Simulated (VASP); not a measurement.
TlCl, 2 atoms in the cell. Symmetry: Pm-3m, No. 221, cubic system. The conventional cell has a = 3.839 Å, b = 3.839 Å, c = 3.839 Å, α = 90.00°, β = 90.00°, γ = 90.00°. Tl (site symmetry m-3m) has 8 Cl at 3.32 Å and 6 Tl at 3.84 Å within 4.4 Å. Within 4.4 Å of Cl (site symmetry m-3m) lie 8 Tl at 3.32 Å and 6 Cl at 3.84 Å. 

* Program: VASP 6.6.1
* Task: single point
* Functional: PBEsol
* Potentials or basis: VASP PAW PBE potentials, release 64 (Tl_d, Cl)
* Cutoff: 500 eV
* k mesh: 4 × 4 × 4, shifted
* Occupations: gaussian, width 0.01 eV
* Spin: no spin polarisation
* Dipole correction: no
* Further INCAR settings: ALGO = Normal; EDIFF = 1e-06; NBANDS = 17

Potentials or basis: VASP PAW PBE potentials, release 64 (Tl_d, Cl).

Launch:

```bash
$ cat potpaw_PBE.64/Tl_d/POTCAR potpaw_PBE.64/Cl/POTCAR > POTCAR
$ mpirun -np 1 vasp_std > vasp.out
```

Hardware: 1 thread of Intel Xeon 8259CL (shared host).

Problem. Estimate the wall time of this run.

Solution. It took 5.8 s on 1 thread of Intel Xeon 8259CL, with other jobs on the host, peak memory 0.15 GiB. Counts: scf iterations 12, k points 4.
